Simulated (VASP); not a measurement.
## CdO: single point with PBE

The system is CdO.

```
Cd O
1.0
     0.00000    2.25486    2.25486
     2.25486    0.00000    2.25486
     2.25486    2.25486    0.00000
Cd O
1 1
Direct
  0.00000 0.00000 0.00000
  0.50000 0.50000 0.50000
```

This cell differs from its parent crystal: strained.

| Property | Result |
| --- | --- |
| Program | VASP 6.6.1 |
| Task | single point |
| Functional | PBE |
| Potentials or basis | VASP PAW PBE potentials, release 64 (Cd, O) |
| Cutoff | 600 eV |
| k mesh | 16 × 16 × 16 |
| Occupations | gaussian, width 0.1 eV |
| Spin | no spin polarisation |
| Dipole correction | no |
| Further INCAR settings | ALGO = Normal; EDIFF = 1e-06; NBANDS = 16 |

The pressure is 33.7 GPa and the band gap on the k mesh is zero (bands 9 and 10 overlap by 0.18 eV).

Levels at points of the mesh, in eV from the Fermi level:
```tsv
k point	band 5	band 6	band 7	band 8	band 9	band 10	band 11	band 12	band 13	band 14
(0.00, 0.00, 0.00)	-6.76	-6.76	-2.00	-2.00	-2.00	-0.31	14.97	17.77	17.77	17.77
(0.50, 0.00, 0.00)	-6.42	-6.42	-4.24	-0.12	-0.12	4.34	8.07	12.43	12.43	18.94
(0.50, 0.50, 0.00)	-6.23	-5.72	-5.44	-3.12	-3.12	4.28	8.94	11.54	14.31	14.31
```

Run time: 26 s on 1 thread of Intel(R) Xeon(R) 6975P-C (Granite Rapids), with other jobs on the host, peak memory 0.2 GiB.

Caveat: the cell differs from its parent crystal (strained); the cell stands under pressure; semilocal functionals underestimate gaps, so a narrow gap can read as zero.
